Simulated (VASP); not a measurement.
# Ta (Im-3m) in VASP: further runs

Ta is run at these levels: PBEsol; tasks: electric field gradients.

Everything below comes from runs of VASP 6.6.1. Logs are shortened: lines on timing, memory, paths and dates and some standing lists are left out, and cuts for length are marked.

## (1) The cell of the first run

Symmetry: Im-3m, No. 229, cubic system. The conventional cell has a = 3.235 Å, b = 3.235 Å, c = 3.235 Å, α = 90.00°, β = 90.00°, γ = 90.00°. Ta (site symmetry m-3m) has 14 Ta at 2.80 to 3.24 Å within 3.7 Å.

## (2) Electric field gradients, PBEsol (volume scaled by 0.94)

File INCAR:

```
ALGO = Normal ; EDIFF = 1E-8
ENCUT = 520 ; GGA = PS
ISIF = 2 ; ISMEAR = -1
LASPH = True ; LCHARG = False
LEFG = True ; LREAL = False
LWAVE = False ; NBANDS = 12
NELM = 100 ; PREC = Accurate
SIGMA = 0.05
```

File KPOINTS:

```
k-points
0
Gamma
  15 15 15
```

File POSCAR:

```
Ta
1.0
   -1.6175709496      1.6175709496      1.6175709496
    1.6175709496     -1.6175709496      1.6175709496
    1.6175709496      1.6175709496     -1.6175709496
Ta
1
Direct
    0.0000000000      0.0000000000      0.0000000000
```

Potentials or basis: VASP PAW PBE potentials, release 64 (Ta_pv).

Run with:

```bash
cat potpaw_PBE.64/Ta_pv/POTCAR > POTCAR
mpirun -np 1 vasp_std > vasp.out
```

OUTCAR:

```text
EDIFF = 1E-8
   ENCUT = 520
   GGA = PS
   ISIF = 2
   ISMEAR = -1
   LASPH = True
   LREAL = False
   NELM = 100
   PREC = Accurate

 ion  position               nearest neighbor table
   1  0.000  0.000  0.000-

  LATTYP: Found a body centered cubic cell.
 ALAT       =     3.2351418992

  Lattice vectors:

 A1 = (  -1.6175709496,   1.6175709496,   1.6175709496)
 A2 = (   1.6175709496,  -1.6175709496,   1.6175709496)
 A3 = (   1.6175709496,   1.6175709496,  -1.6175709496)

Analysis of symmetry for initial positions (statically):
=====================================================================
 Subroutine PRICEL returns:
 Original cell was already a primitive cell.

 Routine SETGRP: Setting up the symmetry group for a
 body centered cubic supercell.

 Subroutine GETGRP returns: Found 48 space group operations
 (whereof 48 operations were pure point group operations)
 out of a pool of 48 trial point group operations.

The static configuration has the point symmetry O_h .

Analysis of symmetry for dynamics (positions and initial velocities):
=====================================================================
 Subroutine PRICEL returns:
 Original cell was already a primitive cell.

 Routine SETGRP: Setting up the symmetry group for a
 body centered cubic supercell.

 Subroutine GETGRP returns: Found 48 space group operations
 (whereof 48 operations were pure point group operations)
 out of a pool of 48 trial point group operations.

The dynamic configuration has the point symmetry O_h .

 Subroutine INISYM returns: Found 48 space group operations
 (whereof 48 operations are pure point group operations),
 and found     1 'primitive' translations

----------------------------------------------------------------------------------------

                                     Primitive cell

  volume of cell :      16.9297

  direct lattice vectors                    reciprocal lattice vectors
    -1.617570950  1.617570950  1.617570950     0.000000000  0.309105452  0.309105452
     1.617570950 -1.617570950  1.617570950     0.309105452  0.000000000  0.309105452
     1.617570950  1.617570950 -1.617570950     0.309105452  0.309105452  0.000000000

  length of vectors
     2.801715070  2.801715070  2.801715070     0.437141123  0.437141123  0.437141123

  position of ions in fractional coordinates (direct lattice)
     0.000000000  0.000000000  0.000000000

  ion indices of the primitive-cell ions
   primitive index   ion index
                 1           1

----------------------------------------------------------------------------------------

 KPOINTS: k-points

Automatic generation of k-mesh.
 Grid dimensions read from file:
 generate k-points for:   15   15   15

 Generating k-lattice:

  Cartesian coordinates                     Fractional coordinates (reciprocal lattice)
     0.000000000  0.020607030  0.020607030     0.066666667  0.000000000  0.000000000
     0.020607030  0.000000000  0.020607030     0.000000000  0.066666667  0.000000000
     0.020607030  0.020607030  0.000000000     0.000000000  0.000000000  0.066666667

  Length of vectors
     0.029142742  0.029142742  0.029142742

  Shift w.r.t. Gamma in fractional coordinates (k-lattice)
     0.000000000  0.000000000  0.000000000

 Subroutine IBZKPT returns following result:
 ===========================================

 Found    120 irreducible k-points:

 Following reciprocal coordinates:
            Coordinates               Weight
  0.000000  0.000000  0.000000      1.000000
  0.066667  0.000000  0.000000     12.000000
  0.133333  0.000000  0.000000     12.000000
  0.200000  0.000000  0.000000     12.000000
  0.266667  0.000000  0.000000     12.000000
  0.333333  0.000000  0.000000     12.000000
[... 16 lines left out ...]
  0.333333  0.200000  0.000000     48.000000
  0.400000  0.200000  0.000000     24.000000
 [... further k-points ...]
   k-points           NKPTS =    120   k-points in BZ     NKDIM =    120   number of bands    NBANDS=     12
   number of dos      NEDOS =    301   number of ions     NIONS =      1
   total plane-waves  NPLWV =  13824
   dimension x,y,z NGX =    24 NGY =   24 NGZ =   24
   dimension x,y,z NGXF=    48 NGYF=   48 NGZF=   48
   ions per type =               1
   NGX,Y,Z   is equivalent  to a cutoff of  14.24, 14.24, 14.24 a.u.
   NGXF,Y,Z  is equivalent  to a cutoff of  28.48, 28.48, 28.48 a.u.
 SYSTEM =  unknown system
   PREC   = accura    normal or accurate (medium, high low for compatibility)
   ISTART =      0    job   : 0-new  1-cont  2-samecut
   ICHARG =      2    charge: 1-file 2-atom 10-const
   ISPIN  =      1    spin polarized calculation?
   LNONCOLLINEAR =      F non collinear calculations
   LSORBIT =      F    spin-orbit coupling
   LASPH  =      T    aspherical Exc in radial PAW
   ENCUT  =  520.0 eV  38.22 Ry    6.18 a.u.   5.21  5.21  5.21*2*pi/ulx,y,z
   NELM   =    100;   NELMIN=  2; NELMDL= -5     # of ELM steps
   EDIFF  = 0.1E-07   stopping-criterion for ELM
   LREAL  =      F    real-space projection
   EDIFFG = 0.1E-06   stopping-criterion for IOM
   NSW    =      0    number of steps for IOM
   IBRION =     -1    ionic relax: 0-MD 1-quasi-New 2-CG
   NFREE  =      0    steps in history (QN), initial steepest desc. (CG)
   ISIF   =      2    stress and relaxation
   ISYM   =      2    0-nonsym 1-usesym 2-fastsym
   POTIM  = 0.5000    time-step for ionic-motion
   TEBEG  =    0.0;   TEEND  =   0.0 temperature during run
   PSTRESS=    0.0 pullay stress
   NELECT =      11.0000    total number of electrons
   NUPDOWN=      -1.0000    fix difference up-down
   EMIN   =  10.00;   EMAX   =-10.00  energy-range for DOS
   EFERMI =   0.00;   METHOD = LEGACY
   ISMEAR =    -1;   SIGMA  =   0.05  broadening in eV -4-tet -1-fermi 0-gaus
   EFERMI_NEDOS =   21; number of points for ismear=-14 and -15
   IALGO  =     38    algorithm
   IMIX   =      4    mixing-type and parameters
     AMIX     =   0.40;   BMIX     =  1.00
     AMIX_MAG =   1.60;   BMIX_MAG =  1.00
  volume/ion in A,a.u.               =      16.93       114.25
  Fermi-wavevector in a.u.,A,eV,Ry     =   1.417933  2.679505 27.354977  2.010534
  Thomas-Fermi vector in A             =   2.539111
   LORBIT       =      0    0 simple, 1 ext, 2 COOP (PROOUT), +10 PAW based schemes
   GGA     = PS    functional components
   LHFCALC =     F    Hartree Fock is set to
   AEXX    =    0.0000 exact exchange contribution
   IVDW    =     0    specifies the selected vdW correction
   LEPSILON=     F    determine dielectric tensor
   LRPA    =     F    only Hartree local field effects (RPA)
 non-spin polarized calculation
  energy-cutoff  :      520.00
  volume of cell :       16.93
 maximum number of plane-waves:       468
 NGX is ok and might be reduce to    24
   NGX = 11   NGY = 11   NGZ = 11

 number of electron      10.9999998 magnetization

 Free energy of the ion-electron system (eV)
  ---------------------------------------------------
  ext. energy  EPLUGINS =         0.00000000
  ---------------------------------------------------
  free energy    TOTEN  =       -12.53457466 eV

  energy without entropy =      -12.52595114  energy(sigma->0) =      -12.53026290

 E-fermi :   5.8319     XC(G=0): -13.0483

 val. band max:        5.8175103146   @ k =   0.3333   0.2000   0.0667
 cond. band min:       5.8625417046   @ k =   0.0667   0.0667   0.0667
 fundamental gap:      0.0450313900
 Fermi energy:         5.8319183338

 k-point     1 :       0.0000    0.0000    0.0000
  band No.  band energies     occupation
      1     -26.9412      2.00000
      2     -26.9412      2.00000
      3     -26.9412      2.00000
      4      -2.3328      2.00000
      5       6.5475      0.00000
      6       6.5475      0.00000
      7       6.5475      0.00000
      8      10.0429      0.00000
      9      10.0429      0.00000
     10      20.7116      0.00000
     11      21.1647      0.00000
     12      21.1647      0.00000

 k-point     2 :       0.0667    0.0000    0.0000
  band No.  band energies     occupation
      1     -27.0102      2.00000
      2     -26.9620      2.00000
      3     -26.9417      2.00000
      4      -2.1173      2.00000
      5       6.4061      0.00002
      6       6.5061      0.00000
      7       6.7593      0.00000
      8       9.8116      0.00000
      9      10.0423      0.00000
     10      20.7114      0.00000
     11      21.3629      0.00000
     12      21.5383      0.00000

 k-point     3 :       0.1333    0.0000    0.0000
  band No.  band energies     occupation
      1     -27.2015      2.00000
      2     -27.0203      2.00000
      3     -26.9431      2.00000
      4      -1.5073      2.00000
      5       6.0313      0.03643
      6       6.3178      0.00012
      7       7.3853      0.00000
      8       9.4127      0.00000
      9      10.0584      0.00000
     10      20.7106      0.00000
     11      21.8226      0.00000
     12      22.6058      0.00000

 k-point     4 :       0.2000    0.0000    0.0000
  band No.  band energies     occupation
      1     -27.4739      2.00000
      2     -27.1051      2.00000
      3     -26.9452      2.00000
      4      -0.6209      2.00000
      5       5.5343      1.99482
      6       5.9447      0.18978
      7       8.3962      0.00000
      8       9.2912      0.00000
      9      10.1313      0.00000
     10      20.7086      0.00000
     11      22.0110      0.00000
     12      24.1146      0.00000

 k-point     5 :       0.2667    0.0000    0.0000
  band No.  band energies     occupation
      1     -27.7742      2.00000
      2     -27.2009      2.00000
      3     -26.9476      2.00000
      4       0.3092      2.00000
      5       5.0257      2.00000
      6       5.6633      1.93372
      7       9.4997      0.00000
      8       9.7378      0.00000
      9      10.2938      0.00000
     10      20.7023      0.00000
     11      21.2668      0.00000
     12      23.1715      0.00000
[... 228 lines left out ...]
      1     -27.9977      2.00000
      2     -27.3395      2.00000
      3     -27.0583      2.00000
      4       1.6952      2.00000
      5       4.5679      2.00000
      6       5.1052      2.00000
      7       9.1528      0.00000
      8      10.9773      0.00000
      9      12.1467      0.00000
     10      20.1931      0.00000
     11      20.7574      0.00000
     12      23.0946      0.00000

 k-point    22 :       0.2667    0.2000    0.0000
  band No.  band energies     occupation
      1     -28.1192      2.00000
      2     -27.4719      2.00000
      3     -27.0782      2.00000
      4       2.2532      2.00000
      5       4.3544      2.00000
      6       5.2907      1.99996
      7       9.4873      0.00000
      8      11.0195      0.00000
      9      13.8468      0.00000
     10      18.8049      0.00000
     11      20.7292      0.00000
     12      21.8571      0.00000

 k-point    23 :       0.3333    0.2000    0.0000
  band No.  band energies     occupation
      1     -28.1900      2.00000
      2     -27.5754      2.00000
      3     -27.0878      2.00000
      4       2.3888      2.00000
      5       4.3047      2.00000
      6       5.7453      1.69943
      7       9.7646      0.00000
      8      11.1424      0.00000
      9      15.3814      0.00000
     10      17.3238      0.00000
     11      20.6575      0.00000
     12      20.7480      0.00000

 k-point    24 :       0.4000    0.2000    0.0000
  band No.  band energies     occupation
      1     -28.2126      2.00000
      2     -27.6145      2.00000
      3     -27.0908      2.00000
      4       2.3865      2.00000
      5       4.2952      2.00000
      6       5.9995      0.06768
      7       9.7979      0.00000
      8      11.3407      0.00000
      9      16.1078      0.00000
     10      16.5981      0.00000
     11      20.1646      0.00000
     12      20.7279      0.00000

 [... further k-points ...]
[... 5 lines left out ...]
  --------------------------------------------------------------------------------------
  -------------------------------------------------------------------------------------
  Total        1.0179784      1.0179784      1.0179784      0.0000000     -0.0000000     -0.0000000
  in kB       96.3383386     96.3383386     96.3383386      0.0000000     -0.0000000     -0.0000000
  external PRESSURE =      96.3383386 kB  Pullay stress =       0.0000000 kB

 VOLUME and BASIS-vectors are now :
 -----------------------------------------------------------------------------
  energy-cutoff  :      520.00
  volume of cell :       16.93
      direct lattice vectors                 reciprocal lattice vectors
    -1.617570950  1.617570950  1.617570950     0.000000000  0.309105452  0.309105452
     1.617570950 -1.617570950  1.617570950     0.309105452  0.000000000  0.309105452
     1.617570950  1.617570950 -1.617570950     0.309105452  0.309105452  0.000000000

 POSITION                                       TOTAL-FORCE (eV/Angst)
 -----------------------------------------------------------------------------------
      0.00000      0.00000      0.00000         0.000000      0.000000      0.000000
 -----------------------------------------------------------------------------------
    total drift:                                0.000000      0.000000     -0.000000

  FREE ENERGIE OF THE ION-ELECTRON SYSTEM (eV)
  ---------------------------------------------------
  free  energy   TOTEN  =       -12.5345746596 eV

  energy  without entropy=      -12.5259511423  energy(sigma->0) =      -12.53026290

 Electric field gradients (V/A^2)
---------------------------------------------------------------------
 ion       V_xx      V_yy      V_zz      V_xy      V_xz      V_yz
---------------------------------------------------------------------
   1       0.000    -0.000    -0.000    -0.000    -0.000    -0.000
---------------------------------------------------------------------

 Electric field gradients after diagonalization (V/A^2)
 (convention: |V_zz| > |V_xx| > |V_yy|)
----------------------------------------------------------------------
 ion       V_xx      V_yy      V_zz     asymmetry (V_yy - V_xx)/ V_zz
----------------------------------------------------------------------
   1       0.000     0.000    -0.001       0.000
----------------------------------------------------------------------

           NMR quadrupolar parameters

 Cq : quadrupolar parameter    Cq=e*Q*V_zz/h
 eta: asymmetry parameters     (V_yy - V_xx)/ V_zz
 Q  : nuclear electric quadrupole moment in mb (millibarn)
----------------------------------------------------------------------
 ion       Cq(MHz)       eta       Q (mb)
----------------------------------------------------------------------
   1      -0.000       0.000       1.000
----------------------------------------------------------------------
```

Run time: 11 s. Hardware: 1 thread of Intel Xeon Platinum 8488C (Sapphire Rapids), shared host; peak memory 0.15 GiB.

Results:

```
Free energy : -12.5346 eV
Pressure    : 9.6 GPa
```

Caveat: without QUAD_EFG the Cq values of the log hold for a quadrupole moment of 1 mb, not for the nuclei; the PAW data sets were made with another functional, which shifts forces and pressure a little; spin-orbit coupling is left out, which moves the levels of the heavy elements.

(Continued in part 2 of 2.)
